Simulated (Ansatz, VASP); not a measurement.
## P2Pt3 in VASP and in Ansatz

File INCAR:

```
PREC = Accurate
ENCUT = 600
EDIFF = 1E-7
ISMEAR = 0
SIGMA = 0.1
LREAL = False
LASPH = True
NELM = 80
ALGO = Fast
ISIF = 3
LWAVE = False
LCHARG = False
GGA = PE
IBRION = 2
NSW = 100
EDIFFG = -0.01
```

KPOINTS

```
Automatic mesh
0
Gamma
  12 12 6
```

Contents of POSCAR:

```
P2Pt3
1.0
    3.9949491557      0.0000000000      0.0000000000
   -1.9974745778      3.4597274556      0.0000000000
    0.0000000000      0.0000000000      5.8374433622
P Pt
2 3
Direct
    0.3333333333      0.6666666667      0.7722445548
    0.6666666667      0.3333333333      0.2277554452
    0.0000000000      0.0000000000      0.0000000000
    0.6666666667      0.3333333333      0.6476456811
    0.3333333333      0.6666666667      0.3523543189
```

Input for Ansatz:

```yaml
crystal:
  lattice:
    - [3.9949491557, 0.0, 0.0]
    - [-1.9974745778, 3.4597274556, 0.0]
    - [0.0, 0.0, 5.8374433622]
  atoms:
    - { symbol: P, position: [0.3333333333, 0.6666666667, 0.7722445548] }
    - { symbol: P, position: [0.6666666667, 0.3333333333, 0.2277554452] }
    - { symbol: Pt, position: [0.0, 0.0, 0.0] }
    - { symbol: Pt, position: [0.6666666667, 0.3333333333, 0.6476456811] }
    - { symbol: Pt, position: [0.3333333333, 0.6666666667, 0.3523543189] }
basis:
  ecutwfc: 420
kpoints:
  mp_grid: { grid: [12, 12, 6] }
hamiltonian:
  xc: pbe
scf:
  occupations: { method: gaussian, width: 0.1 }
output:
  forces: true
  stress: true
  eigenvalues: true
relax:
  adjacent_minimum: "off"
  f_tol: 0.01
  max_steps: 80
  cell: { stress_tol: 0.05 }
```

Alike in both runs: task relaxation of cell and atoms; functional PBE; k mesh 12 × 12 × 6; occupations gaussian, width 0.1 eV; no spin polarisation.

|  | VASP | Ansatz |
| --- | --- | --- |
| version | VASP 6.6.1 | Ansatz 0.2.0 |
| potentials or method | VASP PAW PBE potentials, release 64 (P, Pt), cutoff 600 eV | scalar-relativistic, plane waves, PAW |
| valence electrons in the cell | 40 | 64 |

Ansatz gave:

| Quantity | Value |
| --- | --- |
| gap on the k mesh at the Fermi level, each at its own relaxed structure (eV) | none |
| relaxed volume (Å³/atom) | 16.19 |
| relaxed length of the cell vector where the two differ most in proportion (Å) | 4.007 |

Q: Estimate VASP's values.

A: gap on the k mesh at the Fermi level, each at its own relaxed structure (eV): none; relaxed volume (Å³/atom): 16.18; relaxed length of the cell vector where the two differ most in proportion (Å): 4.006.

A gap of «none» marks a metal or a gap that the smearing closes. VASP's potentials hold 40 valence electrons a cell and Ansatz's 64, so a difference there can come from the potentials and not from the codes.

Neither program's run includes spin-orbit coupling.
